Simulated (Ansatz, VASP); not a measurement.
## Two plane-wave programs on H

File INCAR:

```
PREC = Accurate
ENCUT = 910
EDIFF = 1E-7
ISMEAR = 0
SIGMA = 0.01
LREAL = False
LASPH = True
NELM = 120
ALGO = Normal
ISIF = 3
LWAVE = False
LCHARG = False
GGA = PS
IBRION = 2
NSW = 100
EDIFFG = -0.002
GGA_COMPAT = False
NELMIN = 4
```

KPOINTS

```
Automatic mesh
0
Gamma
  10 10 10
```

The input POSCAR:

```
H
1.0
   -1.6915344700      1.6915344700      2.0584739900
    1.6915344700     -1.6915344700      2.0584739900
    1.6915344700      1.6915344700     -2.0584739900
H
2
Direct
    0.9098622900      0.9098622900      0.0000000000
    0.0901377100      0.0901377100      0.0000000000
```

Input for Ansatz:

```yaml
crystal:
  lattice:
    - [-1.69153447, 1.69153447, 2.05847399]
    - [1.69153447, -1.69153447, 2.05847399]
    - [1.69153447, 1.69153447, -2.05847399]
  atoms:
    - { symbol: H, position: [0.90986229, 0.90986229, 0.0] }
    - { symbol: H, position: [0.09013771, 0.09013771, 0.0] }
kpoints:
  mp_grid: { grid: [10, 10, 10] }
scf:
  occupations: { method: fixed }
  mixing: { preconditioner: local_kerker }
hamiltonian:
  xc: pbesol
  pseudopotentials: { kind: paw }
relax:
  f_tol: 0.002
  max_steps: 80
  cell: {}
output:
  forces: true
  stress: true
```

Alike in both runs: task relaxation of cell and atoms; functional PBEsol; k mesh 10 × 10 × 10; no spin polarisation.

|  | VASP | Ansatz |
| --- | --- | --- |
| version | VASP 6.6.1 | Ansatz 0.2.0 |
| potentials or method | VASP PAW PBE potentials, release 64 (H_h) | PAW with Ansatz's default frozen-core files, scalar-relativistic |
| plane-wave cutoff (eV) | 910 | 420 |
| occupations | gaussian, width 0.01 eV | fixed |
| valence electrons in the cell | 2 | 2 |

|  | VASP | Ansatz | Ansatz less VASP |
| --- | --- | --- | --- |
| relaxed volume (Å³/atom) | 11.50 | 13.43 | +1.933 |
| relaxed cell length with the largest relative difference (Å) | 3.150 | 3.304 | +0.1544 |

VASP's potentials were made for PBE, not for PBEsol. One of these differences is far larger than is usual between the two programs; its cause wasn't traced.
